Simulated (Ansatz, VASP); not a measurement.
**Au in VASP and in Ansatz**

```
Au
1.0
     0.00000    2.07886    2.07886
     2.07886    0.00000    2.07886
     2.07886    2.07886    0.00000
Au
1
Direct
  0.00000 0.00000 0.00000
```

Alike in both runs: functional PBE; k mesh 16 × 16 × 16; occupations fermi-dirac, width 0.05 eV; no spin polarisation.

Ansatz relaxed the structure, and its values are those at the end. VASP's run is a single point on that final structure, the one shown.

|  | VASP | Ansatz |
| --- | --- | --- |
| version | VASP 6.6.1 | Ansatz 0.2.0 |
| potentials or method | VASP PAW PBE potentials, release 64 (Au) | PAW with Ansatz's default frozen-core files, scalar-relativistic |
| plane-wave cutoff (eV) | 520 | 420 |
| valence electrons in the cell | 11 | 19 |

Ansatz gave:

```
pressure (GPa) : 0.0
```

Question: Which values does VASP return?

Answer: Pressure (GPa): -0.2.

VASP's potentials hold 11 valence electrons a cell and Ansatz's 19, so a difference there can come from the potentials and not from the codes.

Neither program's run includes spin-orbit coupling.
